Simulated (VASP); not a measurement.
BAs: electric field gradients with LDA

Crystal: BAs.

```
B As
1.0
     0.00000    2.44914    2.44914
     2.44914    0.00000    2.44914
     2.44914    2.44914    0.00000
B As
1 1
Cartesian
  3.6737 3.6737 3.6737
  0.0000 0.0000 0.0000
```

This cell differs from its parent crystal: volume scaled by 1.05.

| Quantity | Value |
| --- | --- |
| Program | VASP 6.6.1 |
| Task | electric field gradients |
| Functional | LDA |
| Potentials or basis | VASP PAW LDA potentials, release 64 (B, As) |
| Cutoff | 420 eV |
| k mesh | 11 × 11 × 11 |
| Occupations | fermi-dirac, width 0.01 eV |
| Spin | no spin polarisation |
| Dipole correction | no |
| Further INCAR settings | ALGO = Normal; EDIFF = 1e-08; NBANDS = 11 |

The pressure is -11.7 GPa and the band gap on the k mesh is 1.21 eV, indirect (least direct gap 3.16 eV).

Levels at points of the mesh, in eV from the valence-band top:
```tsv
k point	band 2	band 3	band 4	band 5	band 6	band 7
(0.00, 0.00, 0.00)	0.00	0.00	0.00	3.16	3.16	3.16
```

Wall time 6.5 s on 1 thread of Intel(R) Xeon(R) Platinum 8559C (Emerald Rapids), with other jobs on the host, peak memory 0.13 GiB.

Caveat: without QUAD_EFG the Cq values of the log hold for a quadrupole moment of 1 mb, not for the nuclei. A k mesh can miss the band edges.
